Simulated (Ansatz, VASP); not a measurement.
# One calculation of Au, two programs

The input INCAR:

```
SYSTEM = Au
  ALGO = Fast
  EDIFF = 1E-6
  ENCUT = 520
  GGA = PE
  ISIF = 2
  ISMEAR = 0
  LASPH = .TRUE.
  LCHARG = .TRUE.
  LELF = .TRUE.
  LREAL = .FALSE.
  LVHAR = .TRUE.
  LWAVE = .FALSE.
  NBANDS = 42
  NELM = 80
  PREC = Accurate
  SIGMA = 0.15
```

Contents of KPOINTS:

```
k-points
0
G
  18 18 4
  0 0 0
```

The input POSCAR:

```
Au
1.0
    2.0455000000     -2.0455000000      0.0000000000
    2.0455000000      0.0000000000     -2.0455000000
    9.0480254038      9.0480254038      9.0480254038
Au
6
Direct
    0.6666666667      0.6666666667      0.0753420704
    0.0000000000      0.0000000000      0.8289134883
    0.3333333333      0.3333333333      0.2260563540
    0.6666666667      0.6666666667      0.5274849211
    0.0000000000      0.0000000000      0.3767706376
    0.3333333333      0.3333333333      0.6781992047
```

Input for Ansatz:

```yaml
crystal:
  lattice:
    - [2.0455, -2.0455, 0.0]
    - [2.0455, 0.0, -2.0455]
    - [9.0480254038, 9.0480254038, 9.0480254038]
  atoms:
    - { symbol: Au, position: [0.6666666667, 0.6666666667, 0.0753420704] }
    - { symbol: Au, position: [0.0, 0.0, 0.8289134883] }
    - { symbol: Au, position: [0.3333333333, 0.3333333333, 0.226056354] }
    - { symbol: Au, position: [0.6666666667, 0.6666666667, 0.5274849211] }
    - { symbol: Au, position: [0.0, 0.0, 0.3767706376] }
    - { symbol: Au, position: [0.3333333333, 0.3333333333, 0.6781992047] }
basis:
  ecutwfc: 420
kpoints:
  mp_grid: { grid: [18, 18, 4] }
hamiltonian:
  xc: pbe
scf:
  occupations: { method: gaussian, width: 0.15 }
output:
  forces: true
  stress: true
  eigenvalues: true
```

Alike in both runs: task single point; functional PBE; k mesh 18 × 18 × 4; occupations gaussian, width 0.15 eV; no spin polarisation.

|  | VASP | Ansatz |
| --- | --- | --- |
| version | VASP 6.6.1 | Ansatz 0.2.0 |
| potentials or method | VASP PAW PBE potentials, release 64 (Au), cutoff 520 eV | scalar-relativistic, plane waves, PAW |
| valence electrons in the cell | 66 | 114 |

```csv
,VASP,Ansatz,Ansatz less VASP
gap on the k mesh at the Fermi level (eV),none,none,-
pressure (GPa),3.4,3.6,+0.24
"traceless stress, the component that is largest in VASP (GPa)",0.54,0.54,+0.002
rms of the force components (eV/Å),0.191,0.195,+0.0037
```

Atom by atom the forces differ by 0.004 eV/Å (rms over components). A gap of «none» marks a metal or a gap that the smearing closes. VASP's potentials hold 66 valence electrons a cell and Ansatz's 114, so a difference there can come from the potentials and not from the codes.

Spin-orbit coupling is off throughout.
